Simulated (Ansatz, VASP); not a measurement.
# CO2 in VASP and in Ansatz

```
C O
1.0
     4.75347    0.00000    0.00000
     0.00000    4.75347    0.00000
     0.00000    0.00000    5.03345
C O
2 4
Cartesian
  2.3767 2.3767 2.5167
  0.0000 0.0000 0.0000
  1.5495 3.2040 2.5167
  3.2040 1.5495 2.5167
  0.8272 0.8272 0.0000
  3.9263 3.9263 0.0000
```

Alike in both runs: functional PBE; k mesh 6 × 6 × 6; occupations gaussian, width 0.02 eV; no spin polarisation.

Ansatz relaxed the structure, and its values are those at the end. VASP's run is a single point on that final structure, the one shown.

|  | VASP | Ansatz |
| --- | --- | --- |
| version | VASP 6.6.1 | Ansatz 0.2.0 |
| potentials or method | VASP PAW PBE potentials, release 64 (C_h, O_h), cutoff 910 eV | scalar-relativistic, plane waves, PAW |
| valence electrons in the cell | 32 | 32 |

```tsv
	VASP	Ansatz	Ansatz less VASP
gap on the k mesh at the Fermi level (eV)	6.52	6.52	0.000
least direct gap on the mesh (eV)	6.71	6.70	-0.001
rms of the force components (eV/Å)	0.005	0.000	-0.0050
```

Noted on VASP's run: the cutoff is short for stress, so the pressure is rough.
